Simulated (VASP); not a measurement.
# CuAu (P4/mmm) in VASP: notebook

Runs on CuAu. Level: PBEsol. Tasks: electric field gradients.

Everything below comes from runs of VASP 6.6.1. Logs are shortened: lines on timing, memory, paths and dates and some standing lists are left out, and cuts for length are marked.

### 1 The cell of the first run

It takes space group P4/mmm (No. 123, tetragonal). The conventional cell has a = 2.855 Å, b = 2.855 Å, c = 3.742 Å, α = 90.00°, β = 90.00°, γ = 90.00°. Within 3.8 Å of Cu (site symmetry 4/mmm) lie 8 Au at 2.75 Å and 6 Cu at 2.85 to 3.74 Å. Within 3.8 Å of Au (site symmetry 4/mmm) lie 8 Cu at 2.75 Å and 6 Au at 2.85 to 3.74 Å.

### 2 Electric field gradients, PBEsol (15.25 Å³/atom)

The input, INCAR:

```
SYSTEM = CuAu
PREC = Accurate ; ENCUT = 520
EDIFF = 1E-8 ; ISMEAR = -1
SIGMA = 0.05 ; LREAL = .FALSE.
LASPH = .TRUE. ; NELM = 60
ALGO = Normal ; ISIF = 2
LWAVE = .FALSE. ; LCHARG = .FALSE.
GGA = PS ; LEFG = .TRUE.
NBANDS = 18
```

The input, KPOINTS:

```
Automatic mesh
0
G
  13 13 10
  0 0 0
```

The input, POSCAR:

```
CuAu
1.0
    2.8549159028      0.0000000000      0.0000000000
    0.0000000000      2.8549159028      0.0000000000
    0.0000000000      0.0000000000      3.7419790583
Cu Au
1 1
Direct
    0.5000000000      0.5000000000      0.5000000000
    0.0000000000      0.0000000000      0.0000000000
```

Potentials or basis: VASP PAW PBE potentials, release 64 (Cu, Au).

On the command line:

```console
$ cat potpaw_PBE.64/Cu/POTCAR potpaw_PBE.64/Au/POTCAR > POTCAR
$ mpirun -np 1 vasp_std > vasp.out
```

OUTCAR:

```text
SYSTEM = CuAu
   PREC = Accurate
   ENCUT = 520
   EDIFF = 1E-8
   ISMEAR = -1
   LREAL = .FALSE.
   LASPH = .TRUE.
   NELM = 60
   ISIF = 2
   GGA = PS

 ion  position               nearest neighbor table
   1  0.500  0.500  0.500-   2 2.75   2 2.75   2 2.75   2 2.75   2 2.75   2 2.75   2 2.75   2 2.75

   2  0.000  0.000  0.000-   1 2.75   1 2.75   1 2.75   1 2.75   1 2.75   1 2.75   1 2.75   1 2.75

  LATTYP: Found a simple tetragonal cell.
 ALAT       =     2.8549159028
 C/A-ratio  =     1.3107142857

  Lattice vectors:

 A1 = (   2.8549159028,   0.0000000000,   0.0000000000)
 A2 = (   0.0000000000,   2.8549159028,   0.0000000000)
 A3 = (   0.0000000000,   0.0000000000,   3.7419790583)

Analysis of symmetry for initial positions (statically):
=====================================================================
 Subroutine PRICEL returns:
 Original cell was already a primitive cell.

 Routine SETGRP: Setting up the symmetry group for a
 simple tetragonal supercell.

 Subroutine GETGRP returns: Found 16 space group operations
 (whereof 16 operations were pure point group operations)
 out of a pool of 16 trial point group operations.

The static configuration has the point symmetry D_4h.

Analysis of symmetry for dynamics (positions and initial velocities):
=====================================================================
 Subroutine PRICEL returns:
 Original cell was already a primitive cell.

 Routine SETGRP: Setting up the symmetry group for a
 simple tetragonal supercell.

 Subroutine GETGRP returns: Found 16 space group operations
 (whereof 16 operations were pure point group operations)
 out of a pool of 16 trial point group operations.

The dynamic configuration has the point symmetry D_4h.

 Subroutine INISYM returns: Found 16 space group operations
 (whereof 16 operations are pure point group operations),
 and found     1 'primitive' translations

----------------------------------------------------------------------------------------

                                     Primitive cell

  volume of cell :      30.4992

  direct lattice vectors                    reciprocal lattice vectors
     2.854915903  0.000000000  0.000000000     0.350273015  0.000000000  0.000000000
     0.000000000  2.854915903  0.000000000     0.000000000  0.350273015  0.000000000
     0.000000000  0.000000000  3.741979058     0.000000000  0.000000000  0.267238267

  length of vectors
     2.854915903  2.854915903  3.741979058     0.350273015  0.350273015  0.267238267

  position of ions in fractional coordinates (direct lattice)
     0.500000000  0.500000000  0.500000000
     0.000000000  0.000000000  0.000000000

  ion indices of the primitive-cell ions
   primitive index   ion index
                 1           1
                 2           2

----------------------------------------------------------------------------------------

 KPOINTS: Automatic mesh

Automatic generation of k-mesh.
 Grid dimensions read from file:
 generate k-points for:   13   13   10

 Generating k-lattice:

  Cartesian coordinates                     Fractional coordinates (reciprocal lattice)
     0.026944078  0.000000000  0.000000000     0.076923077  0.000000000  0.000000000
     0.000000000  0.026944078  0.000000000     0.000000000  0.076923077  0.000000000
     0.000000000  0.000000000  0.026723827     0.000000000  0.000000000  0.100000000

  Length of vectors
     0.026944078  0.026944078  0.026723827

  Shift w.r.t. Gamma in fractional coordinates (k-lattice)
     0.000000000  0.000000000  0.000000000

 Subroutine IBZKPT returns following result:
 ===========================================

 Found    168 irreducible k-points:

 Following reciprocal coordinates:
            Coordinates               Weight
  0.000000  0.000000  0.000000      1.000000
  0.076923  0.000000  0.000000      4.000000
  0.153846  0.000000  0.000000      4.000000
  0.230769  0.000000  0.000000      4.000000
  0.307692  0.000000  0.000000      4.000000
  0.384615  0.000000  0.000000      4.000000
[... 16 lines left out ...]
  0.307692  0.307692  0.000000      4.000000
  0.384615  0.307692  0.000000      8.000000
 [... further k-points ...]
   k-points           NKPTS =    168   k-points in BZ     NKDIM =    168   number of bands    NBANDS=     18
   number of dos      NEDOS =    301   number of ions     NIONS =      2
   total plane-waves  NPLWV =  16128
   dimension x,y,z NGX =    24 NGY =   24 NGZ =   28
   dimension x,y,z NGXF=    48 NGYF=   48 NGZF=   56
   ions per type =               1   1
   NGX,Y,Z   is equivalent  to a cutoff of  13.98, 13.98, 12.44 a.u.
   NGXF,Y,Z  is equivalent  to a cutoff of  27.95, 27.95, 24.88 a.u.
 SYSTEM =  CuAu
   PREC   = accura    normal or accurate (medium, high low for compatibility)
   ISTART =      0    job   : 0-new  1-cont  2-samecut
   ICHARG =      2    charge: 1-file 2-atom 10-const
   ISPIN  =      1    spin polarized calculation?
   LNONCOLLINEAR =      F non collinear calculations
   LSORBIT =      F    spin-orbit coupling
   LASPH  =      T    aspherical Exc in radial PAW
   ENCUT  =  520.0 eV  38.22 Ry    6.18 a.u.   5.31  5.31  6.96*2*pi/ulx,y,z
   NELM   =     60;   NELMIN=  2; NELMDL= -5     # of ELM steps
   EDIFF  = 0.1E-07   stopping-criterion for ELM
   LREAL  =      F    real-space projection
   EDIFFG = 0.1E-06   stopping-criterion for IOM
   NSW    =      0    number of steps for IOM
   IBRION =     -1    ionic relax: 0-MD 1-quasi-New 2-CG
   NFREE  =      0    steps in history (QN), initial steepest desc. (CG)
   ISIF   =      2    stress and relaxation
   ISYM   =      2    0-nonsym 1-usesym 2-fastsym
   POTIM  = 0.5000    time-step for ionic-motion
   TEBEG  =    0.0;   TEEND  =   0.0 temperature during run
   PSTRESS=    0.0 pullay stress
   NELECT =      22.0000    total number of electrons
   NUPDOWN=      -1.0000    fix difference up-down
   EMIN   =  10.00;   EMAX   =-10.00  energy-range for DOS
   EFERMI =   0.00;   METHOD = LEGACY
   ISMEAR =    -1;   SIGMA  =   0.05  broadening in eV -4-tet -1-fermi 0-gaus
   EFERMI_NEDOS =   21; number of points for ismear=-14 and -15
   IALGO  =     38    algorithm
   IMIX   =      4    mixing-type and parameters
     AMIX     =   0.40;   BMIX     =  1.00
     AMIX_MAG =   1.60;   BMIX_MAG =  1.00
  volume/ion in A,a.u.               =      15.25       102.91
  Fermi-wavevector in a.u.,A,eV,Ry     =   1.468204  2.774503 29.329030  2.155623
  Thomas-Fermi vector in A             =   2.583730
   LORBIT       =      0    0 simple, 1 ext, 2 COOP (PROOUT), +10 PAW based schemes
   GGA     = PS    functional components
   LHFCALC =     F    Hartree Fock is set to
   AEXX    =    0.0000 exact exchange contribution
   IVDW    =     0    specifies the selected vdW correction
   LEPSILON=     F    determine dielectric tensor
   LRPA    =     F    only Hartree local field effects (RPA)
 non-spin polarized calculation
  energy-cutoff  :      520.00
  volume of cell :       30.50
 maximum number of plane-waves:       842
 NGX is ok and might be reduce to    24
   NGX = 11   NGY = 11   NGZ = 13

 number of electron      22.0000008 magnetization

 Free energy of the ion-electron system (eV)
  ---------------------------------------------------
  ext. energy  EPLUGINS =         0.00000000
  ---------------------------------------------------
  free energy    TOTEN  =        -8.29090327 eV

  energy without entropy =       -8.28619970  energy(sigma->0) =       -8.28855149

 E-fermi :   7.8969     XC(G=0): -12.5640

 val. band max:        7.8913323753   @ k =   0.4615   0.1538   0.4000
 cond. band min:       7.9213037227   @ k =   0.4615   0.0000   0.0000
 fundamental gap:      0.0299713474
 Fermi energy:         7.8968801051

 k-point     1 :       0.0000    0.0000    0.0000
  band No.  band energies     occupation
      1      -1.5238      2.00000
      2       1.6154      2.00000
      3       1.7769      2.00000
      4       3.9996      2.00000
      5       3.9996      2.00000
      6       4.9787      2.00000
[... 10 lines left out ...]
     17      24.1463      0.00000
     18      25.1616      0.00000

 k-point     2 :       0.0769    0.0000    0.0000
  band No.  band energies     occupation
      1      -1.3910      2.00000
      2       1.6813      2.00000
      3       1.8499      2.00000
      4       3.9201      2.00000
      5       4.0292      2.00000
      6       4.9219      2.00000
[... 10 lines left out ...]
     17      25.1968      0.00000
     18      25.2091      0.00000

 k-point     3 :       0.1538    0.0000    0.0000
  band No.  band energies     occupation
      1      -1.0064      2.00000
      2       1.8267      2.00000
      3       2.1052      2.00000
      4       3.6949      2.00000
      5       4.1153      2.00000
      6       4.7615      2.00000
[... 10 lines left out ...]
     17      25.0146      0.00000
     18      26.6558      0.00000

 k-point     4 :       0.2308    0.0000    0.0000
  band No.  band energies     occupation
      1      -0.4137      2.00000
      2       2.0134      2.00000
      3       2.5284      2.00000
      4       3.3742      2.00000
      5       4.2486      2.00000
      6       4.5311      2.00000
[... 375 lines left out ...]
      4       3.2624      2.00000
      5       3.3341      2.00000
      6       5.1206      2.00000
[... 10 lines left out ...]
     17      19.1933      0.00000
     18      20.5765      0.00000

 k-point    23 :       0.3077    0.3077    0.0000
  band No.  band energies     occupation
      1       1.5297      2.00000
      2       2.5354      2.00000
      3       2.8483      2.00000
      4       2.9695      2.00000
      5       3.8305      2.00000
      6       4.4734      2.00000
[... 10 lines left out ...]
     17      21.5892      0.00000
     18      21.8623      0.00000

 k-point    24 :       0.3846    0.3077    0.0000
  band No.  band energies     occupation
      1       1.6405      2.00000
      2       2.5143      2.00000
      3       2.6100      2.00000
      4       2.8715      2.00000
      5       4.1532      2.00000
      6       5.2424      2.00000
[... 10 lines left out ...]
     17      20.6017      0.00000
     18      20.8177      0.00000

 [... further k-points ...]

------------------------ aborting loop because EDIFF is reached ----------------------------------------

  FORCE on cell =-STRESS in cart. coord.  units (eV):
  Direction    XX          YY          ZZ          XY          YZ          ZX
  --------------------------------------------------------------------------------------
  -------------------------------------------------------------------------------------
  Total       -1.9233954     -1.9233954     -1.7917844      0.0000000      0.0000000      0.0000000
  in kB     -101.0394962   -101.0394962    -94.1257251      0.0000000      0.0000000      0.0000000
  external PRESSURE =     -98.7349058 kB  Pullay stress =       0.0000000 kB

 VOLUME and BASIS-vectors are now :
 -----------------------------------------------------------------------------
  energy-cutoff  :      520.00
  volume of cell :       30.50
      direct lattice vectors                 reciprocal lattice vectors
     2.854915903  0.000000000  0.000000000     0.350273015  0.000000000  0.000000000
     0.000000000  2.854915903  0.000000000     0.000000000  0.350273015  0.000000000
     0.000000000  0.000000000  3.741979058     0.000000000  0.000000000  0.267238267

 POSITION                                       TOTAL-FORCE (eV/Angst)
 -----------------------------------------------------------------------------------
      1.42746      1.42746      1.87099         0.000000      0.000000      0.000000
      0.00000      0.00000      0.00000         0.000000      0.000000      0.000000
 -----------------------------------------------------------------------------------
    total drift:                                0.000000      0.000000     -0.000000

  FREE ENERGIE OF THE ION-ELECTRON SYSTEM (eV)
  ---------------------------------------------------
  free  energy   TOTEN  =        -8.2909032731 eV

  energy  without entropy=       -8.2861996986  energy(sigma->0) =       -8.28855149

 Electric field gradients (V/A^2)
---------------------------------------------------------------------
 ion       V_xx      V_yy      V_zz      V_xy      V_xz      V_yz
---------------------------------------------------------------------
   1       6.122     6.122   -12.244     0.000     0.000     0.000
   2     -34.049   -34.049    68.099     0.000     0.000     0.000
---------------------------------------------------------------------

 Electric field gradients after diagonalization (V/A^2)
 (convention: |V_zz| > |V_xx| > |V_yy|)
----------------------------------------------------------------------
 ion       V_xx      V_yy      V_zz     asymmetry (V_yy - V_xx)/ V_zz
----------------------------------------------------------------------
   1       6.122     6.122   -12.244       0.000
   2     -34.049   -34.049    68.099       0.000
----------------------------------------------------------------------

           NMR quadrupolar parameters

 Cq : quadrupolar parameter    Cq=e*Q*V_zz/h
 eta: asymmetry parameters     (V_yy - V_xx)/ V_zz
 Q  : nuclear electric quadrupole moment in mb (millibarn)
----------------------------------------------------------------------
 ion       Cq(MHz)       eta       Q (mb)
----------------------------------------------------------------------
   1      -0.030       0.000       1.000
   2       0.165       0.000       1.000
----------------------------------------------------------------------
```

Wall time 41 s (1 thread of Intel Xeon Platinum 8488C (Sapphire Rapids), shared host); peak memory 0.22 GiB.

What came out:

- Free energy: -8.2909 eV
- Pressure: -9.9 GPa
- Band gap on the k mesh: zero (bands 11 and 12 overlap by 6.08 eV)
- Largest electric field gradient by atom: Cu -12.2; Au +68.1 V/Å²

Electric field gradients, principal values (V/Å²):
```tsv
atom	least	middle	greatest (by size)
1 Cu	6.122	6.122	-12.244
2 Au	-34.049	-34.049	68.099
```

Caveat: the cell stands under tension; without QUAD_EFG the Cq values of the log hold for a quadrupole moment of 1 mb, not for the nuclei; the PAW data sets were made with another functional, which shifts forces and pressure a little; spin-orbit coupling is left out, which moves the levels of the heavy elements.

(Continued in part 2 of 2.)
